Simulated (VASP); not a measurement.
Set up this calculation in VASP 6.6.1, as the native input.

```yaml
Task: single point
Functional: PBE
Potentials_or_basis: VASP PAW PBE potentials, release 64 (Ga_d, N)
Cutoff: 600 eV
k_mesh: 2 × 2 × 3
Occupations: gaussian, width 0.01 eV
Spin: no spin polarisation
Dipole_correction: no
Further_INCAR_settings: ALGO = Normal; EDIFF = 1e-06; NBANDS = 86
```

The structure of GaN lies in POSCAR:

```
GaN
1.0
    6.4372426900      0.0000000000      0.0000000000
   -3.2186213450      5.5748157000      0.0000000000
    0.0000000000      0.0000000000      5.2435339933
Ga N
8 8
Direct
    0.3333333333      0.1666666667      0.4991368700
    0.1666666667      0.3333333333      0.9991368700
    0.3333333333      0.6666666667      0.4991368700
    0.1666666667      0.8333333333      0.9991368700
    0.8333333333      0.1666666667      0.4991368700
    0.6666666667      0.3333333333      0.9991368700
    0.8333333333      0.6666666667      0.4991368700
    0.6666666667      0.8333333333      0.9991368700
    0.3333333333      0.1666666667      0.8758631300
    0.1666666667      0.3333333333      0.3758631300
    0.3333333333      0.6666666667      0.8758631300
    0.1666666667      0.8333333333      0.3758631300
    0.8333333333      0.1666666667      0.8758631300
    0.6666666667      0.3333333333      0.3758631300
    0.8333333333      0.6666666667      0.8758631300
    0.6666666667      0.8333333333      0.3758631300
```

These files were run (other wordings do the same):

INCAR

```
SYSTEM = GaN
PREC = Accurate
ENCUT = 600
EDIFF = 1E-6
ISMEAR = 0
SIGMA = 0.01
LREAL = .False.
LASPH = .True.
NELM = 120
ALGO = Normal
ISIF = 2
LWAVE = .False.
LCHARG = .True.
GGA = PE
LELF = .True.
LVHAR = .True.
NBANDS = 86
GGA_COMPAT = .False.
```

KPOINTS

```
regular mesh
0
Gamma
  2 2 3
  0 0 0
```

Potentials or basis: VASP PAW PBE potentials, release 64 (Ga_d, N).

Run with:

```console
$ cat potpaw_PBE.64/Ga_d/POTCAR potpaw_PBE.64/N/POTCAR > POTCAR
$ mpirun -np 1 vasp_std > vasp.out
```

Results of the run:

```yaml
Pressure: -0.2 GPa
Band_gap_on_the_k_mesh: 1.70 eV
```

Caveat: the k points lie up to 0.56 Å⁻¹ apart.

It took 4 min on 1 thread of Intel Xeon 8259CL (shared host), peak memory 0.36 GiB.
